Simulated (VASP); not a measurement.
PbS (Galena):

```
Pb S
1.0
     0.00000    2.96575    2.96575
     2.96575    0.00000    2.96575
     2.96575    2.96575    0.00000
Pb S
1 1
Direct
  0.00000 0.00000 0.00000
  0.50000 0.50000 0.50000
```

* Program: VASP 6.6.1
* Task: relaxation of cell and atoms
* Functional: PBE exchange alone
* Potentials or basis: VASP PAW PBE potentials, release 64 (Pb_d, S)
* Cutoff: 600 eV
* k mesh: 8 × 8 × 8
* Occupations: fermi-dirac, width 0.05 eV
* Spin: no spin polarisation

At the start: pressure 11.8 GPa; volume 26.09 Å³/atom.

**Question.** How do energy, volume and symmetry change on relaxing?

**Answer.** Over 4 steps the energy falls by 186.5 meV/atom and the volume is 32.26 Å³/atom (+23.7 %); space group Fm-3m (No. 225, to 0.05 Å).

Step by step:
```csv
step,energy change (eV),largest force (eV/Å),pressure (GPa),volume (Å³)
1,0.0000,0.0000,11.76,52.17
2,-0.3535,0.0000,-1.66,68.01
3,-0.3729,0.0000,0.10,64.27
4,-0.3729,0.0000,-0.04,64.53
```

Final structure:
```cif
data_structure
_symmetry_space_group_name_H-M 'P 1'
_symmetry_Int_Tables_number 1
_cell_length_a 4.5022
_cell_length_b 4.5022
_cell_length_c 4.5022
_cell_angle_alpha 60.000
_cell_angle_beta 60.000
_cell_angle_gamma 60.000
_cell_volume 64.53
loop_
_atom_site_label
_atom_site_type_symbol
_atom_site_fract_x
_atom_site_fract_y
_atom_site_fract_z
_atom_site_occupancy
Pb1 Pb 0.00000 0.00000 0.00000 1
S1 S 0.50000 0.50000 0.50000 1
```

Caveat: the volume moved by over 15 % at a fixed basis, so the end points are rough; the volume moved by +24 % from the deposited cell, more than functionals usually miss.
